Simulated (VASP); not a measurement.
# Cu (C2/m) in VASP: notebook, part 2 of 2

VASP 6.6.1.

## Step 3: Single point, PBE (strain -0.0600 x Voigt [0, 0, 0, 0, 1, 0])

The input, INCAR:

```
SYSTEM = Cu
PREC = Accurate
ENCUT = 520
EDIFF = 1E-7
ISMEAR = 0
SIGMA = 0.15
LREAL = .False.
LASPH = .True.
NELM = 100
ALGO = Normal
ISIF = 2
LWAVE = .False.
LCHARG = .False.
GGA = PE
NBANDS = 12
```

The input, KPOINTS:

```
regular mesh
0
Gamma
  30 30 30
  0 0 0
```

The input, POSCAR:

```
Cu
1.0
   -1.5169169436      1.4755302431      1.4238225918
    1.4341435426     -1.4755302431      1.3352907772
    1.5169169436      1.4755302431     -1.4238225918
Cu
1
Direct
    0.0000000000      0.0000000000      0.0000000000
```

Potentials or basis: VASP PAW PBE potentials, release 64 (Cu).

Run with:

```bash
cat potpaw_PBE.64/Cu/POTCAR > POTCAR
mpirun -np 1 vasp_std > vasp.out
```

OUTCAR:

```text
SYSTEM = Cu
   PREC = Accurate
   ENCUT = 520
   EDIFF = 1E-7
   ISMEAR = 0
   LREAL = .False.
   LASPH = .True.
   NELM = 100
   ISIF = 2
   GGA = PE

 ion  position               nearest neighbor table
   1  0.000  0.000  0.000-

  LATTYP: Found a base centered monoclinic cell.
 ALAT       =     3.9190657869
 B/A-ratio  =     0.7530010076
 C/A-ratio  =     0.7043399731
 COS(beta)  =    -0.6591802299

  Lattice vectors:

 A1 = (  -1.4341435426,   1.4755302431,  -1.3352907772)
 A2 = (  -1.4341435426,  -1.4755302431,  -1.3352907772)
 A3 = (  -0.0827734010,   0.0000000000,   2.7591133690)

Analysis of symmetry for initial positions (statically):
=====================================================================
 Subroutine PRICEL returns:
 Original cell was already a primitive cell.

 Routine SETGRP: Setting up the symmetry group for a
 base centered monoclinic supercell.

 Subroutine GETGRP returns: Found  4 space group operations
 (whereof  4 operations were pure point group operations)
 out of a pool of  4 trial point group operations.

The static configuration has the point symmetry C_2h.

Analysis of symmetry for dynamics (positions and initial velocities):
=====================================================================
 Subroutine PRICEL returns:
 Original cell was already a primitive cell.

 Routine SETGRP: Setting up the symmetry group for a
 base centered monoclinic supercell.

 Subroutine GETGRP returns: Found  4 space group operations
 (whereof  4 operations were pure point group operations)
 out of a pool of  4 trial point group operations.

The dynamic configuration has the point symmetry C_2h.

 Subroutine INISYM returns: Found  4 space group operations
 (whereof  4 operations are pure point group operations),
 and found     1 'primitive' translations

----------------------------------------------------------------------------------------

                                     Primitive cell

  volume of cell :      12.0034

  direct lattice vectors                    reciprocal lattice vectors
    -1.516916944  1.475530243  1.423822592     0.010882853  0.338861235  0.362761756
     1.434143543 -1.475530243  1.335290777     0.350049337  0.000000000  0.372936751
     1.516916944  1.475530243 -1.423822592     0.339166485  0.338861235  0.010174995

  length of vectors
     2.550587635  2.452948972  2.550587635     0.496529420  0.511484465  0.479546005

  position of ions in fractional coordinates (direct lattice)
     0.000000000  0.000000000  0.000000000

  ion indices of the primitive-cell ions
   primitive index   ion index
                 1           1

----------------------------------------------------------------------------------------

 KPOINTS: regular mesh

Automatic generation of k-mesh.
 Grid dimensions read from file:
 generate k-points for:   30   30   30

 Generating k-lattice:

  Cartesian coordinates                     Fractional coordinates (reciprocal lattice)
     0.000362762  0.011295374  0.012092059     0.033333333  0.000000000 -0.000000000
     0.011668311  0.000000000  0.012431225     0.000000000  0.033333333  0.000000000
     0.011305549  0.011295374  0.000339166    -0.000000000  0.000000000  0.033333333

  Length of vectors
     0.016550981  0.017049482  0.015984867

  Shift w.r.t. Gamma in fractional coordinates (k-lattice)
     0.000000000  0.000000000  0.000000000

 Subroutine IBZKPT returns following result:
 ===========================================

 Found   6992 irreducible k-points:

 Following reciprocal coordinates:
            Coordinates               Weight
  0.000000  0.000000  0.000000      1.000000
  0.033333  0.000000 -0.000000      4.000000
  0.066667  0.000000 -0.000000      4.000000
  0.100000 -0.000000  0.000000      4.000000
  0.133333 -0.000000 -0.000000      4.000000
  0.166667 -0.000000  0.000000      4.000000
[... 16 lines left out ...]
  0.200000  0.033333  0.000000      4.000000
  0.233333  0.033333 -0.000000      4.000000
 [... further k-points ...]
   k-points           NKPTS =   6992   k-points in BZ     NKDIM =   6992   number of bands    NBANDS=     12
   number of dos      NEDOS =    301   number of ions     NIONS =      1
   total plane-waves  NPLWV =   7200
   dimension x,y,z NGX =    20 NGY =   18 NGZ =   20
   dimension x,y,z NGXF=    40 NGYF=   36 NGZF=   40
   ions per type =               1
   NGX,Y,Z   is equivalent  to a cutoff of  13.04, 12.20, 13.04 a.u.
   NGXF,Y,Z  is equivalent  to a cutoff of  26.07, 24.40, 26.07 a.u.
 SYSTEM =  Cu
   PREC   = accura    normal or accurate (medium, high low for compatibility)
   ISTART =      0    job   : 0-new  1-cont  2-samecut
   ICHARG =      2    charge: 1-file 2-atom 10-const
   ISPIN  =      1    spin polarized calculation?
   LNONCOLLINEAR =      F non collinear calculations
   LSORBIT =      F    spin-orbit coupling
   LASPH  =      T    aspherical Exc in radial PAW
   ENCUT  =  520.0 eV  38.22 Ry    6.18 a.u.   4.74  4.56  4.74*2*pi/ulx,y,z
   NELM   =    100;   NELMIN=  2; NELMDL= -5     # of ELM steps
   EDIFF  = 0.1E-06   stopping-criterion for ELM
   LREAL  =      F    real-space projection
   EDIFFG = 0.1E-05   stopping-criterion for IOM
   NSW    =      0    number of steps for IOM
   IBRION =     -1    ionic relax: 0-MD 1-quasi-New 2-CG
   NFREE  =      0    steps in history (QN), initial steepest desc. (CG)
   ISIF   =      2    stress and relaxation
   ISYM   =      2    0-nonsym 1-usesym 2-fastsym
   POTIM  = 0.5000    time-step for ionic-motion
   TEBEG  =    0.0;   TEEND  =   0.0 temperature during run
   PSTRESS=    0.0 pullay stress
   NELECT =      11.0000    total number of electrons
   NUPDOWN=      -1.0000    fix difference up-down
   EMIN   =  10.00;   EMAX   =-10.00  energy-range for DOS
   EFERMI =   0.00;   METHOD = LEGACY
   ISMEAR =     0;   SIGMA  =   0.15  broadening in eV -4-tet -1-fermi 0-gaus
   EFERMI_NEDOS =   21; number of points for ismear=-14 and -15
   IALGO  =     38    algorithm
   IMIX   =      4    mixing-type and parameters
     AMIX     =   0.40;   BMIX     =  1.00
     AMIX_MAG =   1.60;   BMIX_MAG =  1.00
  volume/ion in A,a.u.               =      12.00        81.00
  Fermi-wavevector in a.u.,A,eV,Ry     =   1.590148  3.004944 34.403282  2.528570
  Thomas-Fermi vector in A             =   2.688888
   LORBIT       =      0    0 simple, 1 ext, 2 COOP (PROOUT), +10 PAW based schemes
   GGA     = PE    functional components
   LHFCALC =     F    Hartree Fock is set to
   AEXX    =    0.0000 exact exchange contribution
   IVDW    =     0    specifies the selected vdW correction
   LEPSILON=     F    determine dielectric tensor
   LRPA    =     F    only Hartree local field effects (RPA)
 non-spin polarized calculation
 Gauss-broadening in eV      SIGMA  =   0.15
  energy-cutoff  :      520.00
  volume of cell :       12.00
 maximum number of plane-waves:       335
   NGX =  9   NGY =  9   NGZ =  9

 number of electron      11.0000005 magnetization

 Free energy of the ion-electron system (eV)
  ---------------------------------------------------
  ext. energy  EPLUGINS =         0.00000000
  ---------------------------------------------------
  free energy    TOTEN  =        -3.68281138 eV

  energy without entropy =       -3.67942283  energy(sigma->0) =       -3.68111710

 E-fermi :   7.3900     XC(G=0): -12.6308

 val. band max:        7.3893963424   @ k =  -0.4667   0.3333   0.2333
 cond. band min:       7.3910808467   @ k =  -0.1000  -0.4000   0.0333
 fundamental gap:      0.0016845042
 Fermi energy:         7.3899979086

 k-point     1 :       0.0000    0.0000    0.0000
  band No.  band energies     occupation
      1      -1.8352      2.00000
      2       4.0685      2.00000
      3       4.4046      2.00000
      4       4.5316      2.00000
      5       5.1802      2.00000
      6       5.4583      2.00000
      7      31.2573      0.00000
      8      31.5395      0.00000
      9      32.7978      0.00000
     10      35.0915      0.00000
     11      35.1162      0.00000
     12      35.3222      0.00000
[... 331 lines left out ...]
 k-point    24 :       0.2333    0.0333   -0.0000
  band No.  band energies     occupation
      1       0.5003      2.00000
      2       3.9060      2.00000
      3       4.3186      2.00000
      4       5.1031      2.00000
      5       5.2381      2.00000
      6       5.3599      2.00000
      7      21.2192      0.00000
      8      26.1050      0.00000
      9      28.3537      0.00000
     10      29.0226      0.00000
     11      31.9597      0.00000
     12      36.1581      0.00000

 [... further k-points ...]

------------------------ aborting loop because EDIFF is reached ----------------------------------------

  FORCE on cell =-STRESS in cart. coord.  units (eV):
  Direction    XX          YY          ZZ          XY          YZ          ZX
  --------------------------------------------------------------------------------------
  -------------------------------------------------------------------------------------
  Total        0.0721446      0.1083186      0.0669959      0.0000000     -0.0000000      0.3915055
  in kB        9.6296341     14.4580209      8.9423967      0.0000000     -0.0000000     52.2569041
  external PRESSURE =      11.0100172 kB  Pullay stress =       0.0000000 kB

 VOLUME and BASIS-vectors are now :
 -----------------------------------------------------------------------------
  energy-cutoff  :      520.00
  volume of cell :       12.00
      direct lattice vectors                 reciprocal lattice vectors
    -1.516916944  1.475530243  1.423822592     0.010882853  0.338861235  0.362761756
     1.434143543 -1.475530243  1.335290777     0.350049337  0.000000000  0.372936751
     1.516916944  1.475530243 -1.423822592     0.339166485  0.338861235  0.010174995

 POSITION                                       TOTAL-FORCE (eV/Angst)
 -----------------------------------------------------------------------------------
      0.00000      0.00000      0.00000         0.000000     -0.000000     -0.000000
 -----------------------------------------------------------------------------------
    total drift:                               -0.000000      0.000000      0.000000

  FREE ENERGIE OF THE ION-ELECTRON SYSTEM (eV)
  ---------------------------------------------------
  free  energy   TOTEN  =        -3.6828113759 eV

  energy  without entropy=       -3.6794228314  energy(sigma->0) =       -3.68111710
```

OSZICAR:

```text
N       E                     dE             d eps       ncg     rms          rms(c)
DAV:   1     0.429755058381E+02    0.42976E+02   -0.54013E+03185600   0.153E+03
DAV:   2    -0.320228229232E+01   -0.46178E+02   -0.42631E+02173300   0.204E+02
DAV:   3    -0.456071204783E+01   -0.13584E+01   -0.13465E+01193652   0.400E+01
DAV:   4    -0.456917059557E+01   -0.84585E-02   -0.84573E-02188356   0.281E+00
DAV:   5    -0.456925209885E+01   -0.81503E-04   -0.81501E-04195236   0.281E-01    0.756E+00
DAV:   6    -0.406197344620E+01    0.50728E+00   -0.14049E+01196960   0.712E+01    0.394E+00
DAV:   7    -0.369525162009E+01    0.36672E+00   -0.22626E+00196920   0.286E+01    0.587E-01
DAV:   8    -0.368416313510E+01    0.11088E-01   -0.44510E-03188000   0.855E-01    0.277E-01
DAV:   9    -0.368281228041E+01    0.13509E-02   -0.83367E-03207016   0.158E+00    0.318E-02
DAV:  10    -0.368281229975E+01   -0.19343E-07   -0.48414E-05251320   0.116E-01    0.852E-03
DAV:  11    -0.368281128738E+01    0.10124E-05   -0.11340E-06205560   0.198E-02    0.325E-04
DAV:  12    -0.368281137592E+01   -0.88541E-07   -0.14290E-08108836   0.144E-03
   1 F= -.36828114E+01 E0= -.36811171E+01  d E =-.338854E-02
```

Wall time 9.3 min (1 thread of Intel Xeon Platinum 8488C (Sapphire Rapids), shared host); peak memory 1 GiB.

Results:

| Item | Value |
| --- | --- |
| Free energy | -3.6828 eV |
| Pressure | 1.1 GPa |

Caveat: the cell differs from its parent crystal (strain -0.0600 x Voigt [0, 0, 0, 0, 1, 0]).
